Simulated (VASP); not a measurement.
# C in VASP: further runs

Runs on C. Level: PBE+D3(BJ). Tasks: single point.

All numbers are computed with VASP 6.6.1; they aren't measurements. Logs are shortened: lines on timing, memory, paths and dates and some standing lists are left out, and cuts for length are marked.

### 1 The cell of the first run

The cell holds a slab with vacuum, 4 atoms: a = 2.465 Å, b = 2.465 Å, c = 24.123 Å, α = 90.00°, β = 90.00°, γ = 120.00°.

### 2 Single point, PBE+D3(BJ)

INCAR reads:

```
SYSTEM = C
ALGO     = Normal         ! electronic algorithm
EDIFF    = 1E-7           ! SCF threshold, eV
ENCUT    = 520            ! plane-wave cutoff, eV
GGA      = PE             ! functional
ISIF     = 2              ! what is computed and relaxed
ISMEAR   = 0              ! smearing method
IVDW     = 12             ! dispersion correction
LASPH    = .TRUE.         ! aspherical terms in the spheres
LCHARG   = .FALSE.        ! write CHGCAR
LREAL    = .FALSE.        ! projectors in reciprocal space
LWAVE    = .FALSE.        ! write WAVECAR
NBANDS   = 16             ! bands
NELM     = 60             ! most SCF steps
PREC     = Accurate       ! precision mode
SIGMA    = 0.1            ! smearing width, eV
```

KPOINTS reads:

```
k-points
0
G
  21 21 2
  0 0 0
```

POSCAR reads:

```
C
1.0
    2.4652419043      0.0000000000      0.0000000000
   -1.2326209521      2.1349621156      0.0000000000
    0.0000000000      0.0000000000     24.1229203497
C
4
Direct
    0.0000000000      0.0000000000      0.5705334416
    0.0000000000      0.0000000000      0.4294665584
    0.3333333333      0.6666666667      0.4294485499
    0.6666666667      0.3333333333      0.5705514501
```

Potentials or basis: VASP PAW PBE potentials, release 64 (C).

Command:

```sh
$ cat potpaw_PBE.64/C/POTCAR > POTCAR
$ mpirun -np 1 vasp_std > vasp.out
```

OUTCAR:

```text
SYSTEM = C
   EDIFF = 1E-7
   ENCUT = 520
   GGA = PE
   ISIF = 2
   ISMEAR = 0
   IVDW = 12
   LASPH = .TRUE.
   LREAL = .FALSE.
   NELM = 60
   PREC = Accurate
 IVDW          = 12

 ion  position               nearest neighbor table
   1  0.000  0.000  0.571-   4 1.42   4 1.42   4 1.42
   2  0.000  0.000  0.429-   3 1.42   3 1.42   3 1.42
   3  0.333  0.667  0.429-   2 1.42   2 1.42   2 1.42
   4  0.667  0.333  0.571-   1 1.42   1 1.42   1 1.42

  LATTYP: Found a hexagonal cell.
 ALAT       =     2.4652419043
 C/A-ratio  =     9.7852143060

  Lattice vectors:

 A1 = (   2.4652419043,   0.0000000000,   0.0000000000)
 A2 = (  -1.2326209521,   2.1349621156,   0.0000000000)
 A3 = (   0.0000000000,   0.0000000000,  24.1229203497)

Analysis of symmetry for initial positions (statically):
=====================================================================
 Subroutine PRICEL returns:
 Original cell was already a primitive cell.

 Routine SETGRP: Setting up the symmetry group for a
 hexagonal supercell.

 Subroutine GETGRP returns: Found 12 space group operations
 (whereof 12 operations were pure point group operations)
 out of a pool of 24 trial point group operations.

The static configuration has the point symmetry D_3d.

Analysis of symmetry for dynamics (positions and initial velocities):
=====================================================================
 Subroutine PRICEL returns:
 Original cell was already a primitive cell.

 Routine SETGRP: Setting up the symmetry group for a
 hexagonal supercell.

 Subroutine GETGRP returns: Found 12 space group operations
 (whereof 12 operations were pure point group operations)
 out of a pool of 24 trial point group operations.

The dynamic configuration has the point symmetry D_3d.

 Subroutine INISYM returns: Found 12 space group operations
 (whereof 12 operations are pure point group operations),
 and found     1 'primitive' translations

----------------------------------------------------------------------------------------

                                     Primitive cell

  volume of cell :     126.9637

  direct lattice vectors                    reciprocal lattice vectors
     2.465241904  0.000000000  0.000000000     0.405639705  0.234196193  0.000000000
    -1.232620952  2.134962116  0.000000000     0.000000000  0.468392386  0.000000000
     0.000000000  0.000000000 24.122920350     0.000000000  0.000000000  0.041454351

  length of vectors
     2.465241904  2.465241904 24.122920350     0.468392386  0.468392386  0.041454351

  position of ions in fractional coordinates (direct lattice)
     0.000000000  0.000000000  0.570533442
     0.000000000  0.000000000  0.429466558
     0.333333333  0.666666667  0.429448550
     0.666666667  0.333333333  0.570551450

  ion indices of the primitive-cell ions
   primitive index   ion index
                 1           1
                 2           2
                 3           3
                 4           4

----------------------------------------------------------------------------------------

 KPOINTS: k-points

Automatic generation of k-mesh.
 Grid dimensions read from file:
 generate k-points for:   21   21    2

 Generating k-lattice:

  Cartesian coordinates                     Fractional coordinates (reciprocal lattice)
     0.019316176  0.011152200  0.000000000     0.047619048  0.000000000  0.000000000
     0.000000000  0.022304399  0.000000000     0.000000000  0.047619048  0.000000000
     0.000000000  0.000000000  0.020727175     0.000000000  0.000000000  0.500000000

  Length of vectors
     0.022304399  0.022304399  0.020727175

  Shift w.r.t. Gamma in fractional coordinates (k-lattice)
     0.000000000  0.000000000  0.000000000

 Subroutine IBZKPT returns following result:
 ===========================================

 Found     96 irreducible k-points:

 Following reciprocal coordinates:
            Coordinates               Weight
  0.000000  0.000000  0.000000      1.000000
  0.047619  0.000000  0.000000      6.000000
  0.095238  0.000000  0.000000      6.000000
  0.142857  0.000000  0.000000      6.000000
  0.190476  0.000000  0.000000      6.000000
  0.238095  0.000000  0.000000      6.000000
[... 16 lines left out ...]
  0.142857  0.095238  0.000000     12.000000
  0.190476  0.095238  0.000000     12.000000
 [... further k-points ...]
   k-points           NKPTS =     96   k-points in BZ     NKDIM =     96   number of bands    NBANDS=     16
   number of dos      NEDOS =    301   number of ions     NIONS =      4
   total plane-waves  NPLWV =  58320
   dimension x,y,z NGX =    18 NGY =   18 NGZ =  180
   dimension x,y,z NGXF=    36 NGYF=   36 NGZF=  360
   ions per type =               4
   NGX,Y,Z   is equivalent  to a cutoff of  12.14, 12.14, 12.40 a.u.
   NGXF,Y,Z  is equivalent  to a cutoff of  24.28, 24.28, 24.81 a.u.
 SYSTEM =  C
   PREC   = accura    normal or accurate (medium, high low for compatibility)
   ISTART =      0    job   : 0-new  1-cont  2-samecut
   ICHARG =      2    charge: 1-file 2-atom 10-const
   ISPIN  =      1    spin polarized calculation?
   LNONCOLLINEAR =      F non collinear calculations
   LSORBIT =      F    spin-orbit coupling
   LASPH  =      T    aspherical Exc in radial PAW
   ENCUT  =  520.0 eV  38.22 Ry    6.18 a.u.   4.58  4.58 44.85*2*pi/ulx,y,z
   NELM   =     60;   NELMIN=  2; NELMDL= -5     # of ELM steps
   EDIFF  = 0.1E-06   stopping-criterion for ELM
   LREAL  =      F    real-space projection
   EDIFFG = 0.1E-05   stopping-criterion for IOM
   NSW    =      0    number of steps for IOM
   IBRION =     -1    ionic relax: 0-MD 1-quasi-New 2-CG
   NFREE  =      0    steps in history (QN), initial steepest desc. (CG)
   ISIF   =      2    stress and relaxation
   ISYM   =      2    0-nonsym 1-usesym 2-fastsym
   POTIM  = 0.5000    time-step for ionic-motion
   TEBEG  =    0.0;   TEEND  =   0.0 temperature during run
   PSTRESS=    0.0 pullay stress
   NELECT =      16.0000    total number of electrons
   NUPDOWN=      -1.0000    fix difference up-down
   EMIN   =  10.00;   EMAX   =-10.00  energy-range for DOS
   EFERMI =   0.00;   METHOD = LEGACY
   ISMEAR =     0;   SIGMA  =   0.10  broadening in eV -4-tet -1-fermi 0-gaus
   EFERMI_NEDOS =   21; number of points for ismear=-14 and -15
   IALGO  =     38    algorithm
   IMIX   =      4    mixing-type and parameters
     AMIX     =   0.40;   BMIX     =  1.00
     AMIX_MAG =   1.60;   BMIX_MAG =  1.00
  volume/ion in A,a.u.               =      31.74       214.20
  Fermi-wavevector in a.u.,A,eV,Ry     =   0.820770  1.551031  9.165753  0.673664
  Thomas-Fermi vector in A             =   1.931811
   LORBIT       =      0    0 simple, 1 ext, 2 COOP (PROOUT), +10 PAW based schemes
   GGA     = PE    functional components
   LHFCALC =     F    Hartree Fock is set to
   AEXX    =    0.0000 exact exchange contribution
   IVDW    =    12    specifies the selected vdW correction
   LEPSILON=     F    determine dielectric tensor
   LRPA    =     F    only Hartree local field effects (RPA)
 non-spin polarized calculation
 Gauss-broadening in eV      SIGMA  =   0.10
  energy-cutoff  :      520.00
  volume of cell :      126.96
 maximum number of plane-waves:      3466
   NGX =  9   NGY =  9   NGZ = 89

 number of electron      15.9999996 magnetization

 Free energy of the ion-electron system (eV)
  ---------------------------------------------------
  ext. energy  EPLUGINS =         0.00000000
  ---------------------------------------------------
  free energy    TOTEN  =       -36.88005609 eV

  energy without entropy =      -36.87954431  energy(sigma->0) =      -36.87980020

 E-fermi :  -1.7794     XC(G=0):  -3.2330

 val. band max:       -1.7793882389   @ k =   0.3333   0.3333   0.0000
 cond. band min:      -1.7793799326   @ k =   0.3333   0.3333   0.5000
 fundamental gap:      0.0000083064
 Fermi energy:        -1.7793835093

 k-point     1 :       0.0000    0.0000    0.0000
  band No.  band energies     occupation
      1     -21.3622      2.00000
      2     -21.2276      2.00000
      3      -9.8338      2.00000
      4      -8.9280      2.00000
      5      -4.8109      2.00000
      6      -4.8109      2.00000
[... 8 lines left out ...]
     15       5.1506      0.00000
     16       6.5376      0.00000

 k-point     2 :       0.0476    0.0000    0.0000
  band No.  band energies     occupation
      1     -21.3084      2.00000
      2     -21.1742      2.00000
      3      -9.7689      2.00000
      4      -8.8650      2.00000
      5      -5.0324      2.00000
      6      -5.0220      2.00000
[... 8 lines left out ...]
     15       5.2234      0.00000
     16       6.5648      0.00000

 k-point     3 :       0.0952    0.0000    0.0000
  band No.  band energies     occupation
      1     -21.1470      2.00000
      2     -21.0142      2.00000
      3      -9.5746      2.00000
      4      -8.6766      2.00000
      5      -5.6533      2.00000
      6      -5.6369      2.00000
[... 8 lines left out ...]
     15       5.4417      0.00000
     16       6.6021      0.00000

 k-point     4 :       0.1429    0.0000    0.0000
  band No.  band energies     occupation
      1     -20.8786      2.00000
      2     -20.7480      2.00000
      3      -9.2525      2.00000
      4      -8.3646      2.00000
      5      -6.5733      2.00000
      6      -6.5493      2.00000
[... 8 lines left out ...]
     15       5.8036      0.00000
     16       6.5764      0.00000

 k-point     5 :       0.1905    0.0000    0.0000
  band No.  band energies     occupation
      1     -20.5042      2.00000
      2     -20.3768      2.00000
      3      -8.8054      2.00000
      4      -7.9327      2.00000
      5      -7.6861      2.00000
      6      -7.6535      2.00000
[... 8 lines left out ...]
     15       6.2774      0.00000
     16       6.4916      0.00000

 k-point     6 :       0.2381    0.0000    0.0000
  band No.  band energies     occupation
      1     -20.0254      2.00000
      2     -19.9020      2.00000
      3      -8.9056      2.00000
      4      -8.8641      2.00000
      5      -8.2379      2.00000
      6      -7.3863      2.00000
[... 8 lines left out ...]
     15       5.9165      0.00000
     16       6.2740      0.00000
[... 267 lines left out ...]
 k-point    21 :       0.4762    0.0476    0.0000
  band No.  band energies     occupation
      1     -16.0404      2.00000
      2     -15.9904      2.00000
      3     -14.9921      2.00000
      4     -14.9543      2.00000
      5      -8.3785      2.00000
      6      -8.3523      2.00000
[... 8 lines left out ...]
     15       9.9281      0.00000
     16       9.9997      0.00000

 k-point    22 :       0.0952    0.0952    0.0000
  band No.  band energies     occupation
      1     -20.7180      2.00000
      2     -20.5887      2.00000
      3      -9.0602      2.00000
      4      -8.1786      2.00000
      5      -6.9135      2.00000
      6      -6.8979      2.00000
[... 8 lines left out ...]
     15       6.0237      0.00000
     16       7.0049      0.00000

 k-point    23 :       0.1429    0.0952    0.0000
  band No.  band energies     occupation
      1     -20.3444      2.00000
      2     -20.2183      2.00000
      3      -8.6148      2.00000
      4      -7.8571      2.00000
      5      -7.8342      2.00000
      6      -7.7480      2.00000
[... 8 lines left out ...]
     15       6.5153      0.00000
     16       6.5674      0.00000

 k-point    24 :       0.1905    0.0952    0.0000
  band No.  band energies     occupation
      1     -19.8667      2.00000
      2     -19.7446      2.00000
      3      -8.9586      2.00000
      4      -8.9233      2.00000
      5      -8.0495      2.00000
      6      -7.2972      2.00000
[... 8 lines left out ...]
     15       5.7515      0.00000
     16       6.9455      0.00000

 [... further k-points ...]

------------------------ aborting loop because EDIFF is reached ----------------------------------------

 Edisp (eV)   -0.47425

 E8    (eV) :    -0.1418

  FORCE on cell =-STRESS in cart. coord.  units (eV):
  Direction    XX          YY          ZZ          XY          YZ          ZX
  --------------------------------------------------------------------------------------
  -------------------------------------------------------------------------------------
  Total       0.16344     0.16344    -0.02039     0.00000     0.00000     0.00000
  in kB       2.06253     2.06253    -0.25735     0.00000     0.00000     0.00000
  external pressure =        1.29 kB  Pullay stress =        0.00 kB

 VOLUME and BASIS-vectors are now :
 -----------------------------------------------------------------------------
  energy-cutoff  :      520.00
  volume of cell :      126.96
      direct lattice vectors                 reciprocal lattice vectors
     2.465241904  0.000000000  0.000000000     0.405639705  0.234196193  0.000000000
    -1.232620952  2.134962116  0.000000000     0.000000000  0.468392386  0.000000000
     0.000000000  0.000000000 24.122920350     0.000000000  0.000000000  0.041454351

 POSITION                                       TOTAL-FORCE (eV/Angst)
 -----------------------------------------------------------------------------------
      0.00000      0.00000     13.76293        -0.000000      0.000000      0.000379
      0.00000      0.00000     10.35999         0.000000     -0.000000     -0.000379
     -0.00000      1.42331     10.35955        -0.000000      0.000000     -0.000151
      1.23262      0.71165     13.76337         0.000000     -0.000000      0.000151
 -----------------------------------------------------------------------------------
    total drift:                                0.000000      0.000000      0.000000

  FREE ENERGIE OF THE ION-ELECTRON SYSTEM (eV)
  ---------------------------------------------------
  free  energy   TOTEN  =       -37.3543087459 eV

  energy  without entropy=      -37.3537969708  energy(sigma->0) =      -37.35405286
```

It took 2.1 min on 1 thread of Intel Xeon 6975P-C (Granite Rapids), shared host; peak memory 0.32 GiB.

What came out:

```yaml
Free_energy: -37.3543 eV
Band_gap_on_the_k_mesh: zero (filled and empty bands touch)
Dispersion_energy_per_atom: -0.119 eV
```

Levels at points of the mesh, in eV from the Fermi level:
```
           k point  band 4  band 5  band 6  band 7  band 8  band 9  band 10  band 11  band 12  band 13
(0.00, 0.00, 0.00)   -7.15   -3.03   -3.03   -3.02   -3.02    3.43     3.79     4.43     5.10     5.50
(0.00, 0.00, 0.50)   -7.15   -3.03   -3.03   -3.02   -3.02    3.43     3.78     4.50     4.90     5.91
```

### 3 Single point, PBE+D3(BJ)

INCAR reads:

```
PREC = Accurate
ENCUT = 520
EDIFF = 1E-6
ISMEAR = 0
SIGMA = 0.15
LREAL = F
LASPH = T
NELM = 60
ALGO = Normal
ISIF = 2
LWAVE = F
LCHARG = F
GGA = PE
IVDW = 12
NBANDS = 16
```

KPOINTS reads:

```
Automatic mesh
0
Gamma
  18 18 2
```

POSCAR reads:

```
C
1.0
    2.4653077130      0.0000000000      0.0000000000
   -1.2326538565      2.1350191076      0.0000000000
    0.0000000000      0.0000000000     24.1314195352
C
4
Direct
    0.0000000000      0.0000000000      0.5705184907
    0.0000000000      0.0000000000      0.4294815093
    0.3333333333      0.6666666667      0.4294635552
    0.6666666667      0.3333333333      0.5705364448
```

Potentials or basis: VASP PAW PBE potentials, release 64 (C).

Command:

```sh
$ cat potpaw_PBE.64/C/POTCAR > POTCAR
$ mpirun -np 1 vasp_std > vasp.out
```

It took 3.3 min on 1 thread of Intel Xeon 6975P-C, shared host; peak memory 0.29 GiB.

It converged, with:

```yaml
Free_energy: -37.3540 eV
Band_gap_on_the_k_mesh: zero (filled and empty bands touch)
Dispersion_energy_per_atom: -0.119 eV
```

Levels at points of the mesh, in eV from the Fermi level:
```
           k point  band 5  band 6  band 7  band 8  band 9  band 10  band 11  band 12
(0.00, 0.00, 0.00)   -3.03   -3.03   -3.02   -3.02    3.43     3.80     4.34     5.08
(0.50, 0.00, 0.00)   -6.42   -6.40   -2.54   -2.21    1.55     1.87     7.30     7.48
(0.00, 0.00, 0.50)   -3.03   -3.03   -3.02   -3.02    3.43     3.79     4.41     4.89
(0.50, 0.00, 0.50)   -6.42   -6.40   -2.54   -2.21    1.55     1.87     7.30     7.48
```
